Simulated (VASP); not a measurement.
Wanted: the native input for a VASP 6.6.1 run.

| Item | Value |
| --- | --- |
| Task | single point |
| Functional | LDA |
| Potentials or basis | VASP PAW LDA potentials, release 64 (I) |
| Cutoff | 520 eV |
| k mesh | 2 × 2 × 2, shifted |
| Occupations | gaussian, width 0.1 eV |
| Spin | no spin polarisation |
| Dipole correction | no |
| Further INCAR settings | ALGO = Normal; EDIFF = 1e-06; NBANDS = 10 |

The structure of I lies in POSCAR:

```
I
1.0
    0.0000000000      2.2643380122      3.7424746264
    2.0984037086      0.0000000000      3.7424746264
    2.0984037086      2.2643380122      0.0000000000
I
1
Direct
    0.0000000000      0.0000000000      0.0000000000
```

The input as run:

INCAR

```
  PREC = Accurate
  ENCUT = 520
  EDIFF = 1E-6
  ISMEAR = 0
  SIGMA = 0.1
  LREAL = False
  LASPH = True
  NELM = 100
  ALGO = Normal
  ISIF = 2
  LWAVE = False
  LCHARG = False
  NBANDS = 10
```

KPOINTS

```
Automatic mesh
0
Gamma
  2 2 2
  0.5 0.5 0
```

Potentials or basis: VASP PAW LDA potentials, release 64 (I).

Command:

```bash
$ cat potpaw_LDA.64/I/POTCAR > POTCAR
$ mpirun -np 1 vasp_std > vasp.out
```

It gave:

```json
{
  "Pressure": "7.7 GPa"
}
```

Caveat: the k points lie up to 1.10 Å⁻¹ apart; an odd number of electrons without spin polarisation forces a metal; a magnetic or distorted state may lie lower.

Run time: 1.7 s on 1 thread of Intel(R) Xeon(R) 6975P-C (Granite Rapids), with other jobs on the host, peak memory 0.14 GiB.
